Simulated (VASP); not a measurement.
Runs of VASP 6.6.1 on SiO2. The structure is that of space group I4_1/amd (No. 141), or close to it. The cells are those of the table. 

| task | cell | k mesh | cutoff (eV) | smearing | gap on the mesh (eV) | pressure (GPa) | largest force (eV/Å) |
| --- | --- | --- | --- | --- | --- | --- | --- |
| single point | a = 4.979 Å, angles 140.0, 140.0, 57.8°, 6 atoms | 8 × 8 × 8 | 520 | gaussian 0.1 eV | (b) | 15.5 | (a) |
| relaxation of cell and atoms | relaxed from a = 4.936 Å, angles 138.1, 138.1, 60.7°, 6 atoms | 10 × 10 × 10 | 600 | gaussian 0.02 eV | 5.80 | 0.1 | 0.01 |
| single point | a = 4.936 Å, angles 138.1, 138.1, 60.7°, 6 atoms | 10 × 10 × 10 | 520 | gaussian 0.02 eV | 5.78 | 0.2 | - |
| single point | a = 4.936 Å, angles 138.1, 138.1, 60.7°, 6 atoms | 8 × 8 × 8 | 520 | gaussian 0.1 eV | 5.81 | 0.2 | 0.01 |

Alike in all rows: level PBE; potentials or basis VASP PAW PBE potentials, release 64 (Si, O); no spin polarisation.

Fill in the values left out.

(a) 0.26; (b) 6.57.

A k mesh can miss the band edges.
